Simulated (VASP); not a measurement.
Here is a VASP 6.6.1 calculation.

Contents of INCAR:

```
SYSTEM = Pb
  ALGO = Normal
  EDIFF = 1E-7
  ENCUT = 520
  GGA = RP
  ISIF = 2
  ISMEAR = -1
  LASPH = .TRUE.
  LCHARG = .TRUE.
  LELF = .TRUE.
  LREAL = .FALSE.
  LVHAR = .TRUE.
  LWAVE = .FALSE.
  NBANDS = 21
  NELM = 60
  PREC = Accurate
  SIGMA = 0.1
```

The input KPOINTS:

```
k-points
0
G
  11 11 6
  0 0 0
```

Contents of POSCAR:

```
Pb
1.0
    3.6025554359      0.0000000000      0.0000000000
   -1.8012777180      3.1199045260      0.0000000000
    0.0000000000      0.0000000000      5.9059201195
Pb
2
Direct
    0.3333333333      0.6666666667      0.2500000000
    0.6666666667      0.3333333333      0.7500000000
```

Potentials or basis: VASP PAW PBE potentials, release 64 (Pb_d).

Launch:

```bash
$ cat potpaw_PBE.64/Pb_d/POTCAR > POTCAR
$ mpirun -np 1 vasp_std > vasp.out
```

(1) What does it give for the band gap on the k mesh?

(2) Estimate the pressure.

Answers

(1) zero (band 14 reaches 11.67 eV, above the bottom of band 15 at 5.02 eV).

(2) -0.2 GPa.

Caveat: the PAW data sets were made with another functional, which shifts forces and pressure a little; spin-orbit coupling is left out, which moves the levels of the heavy elements.
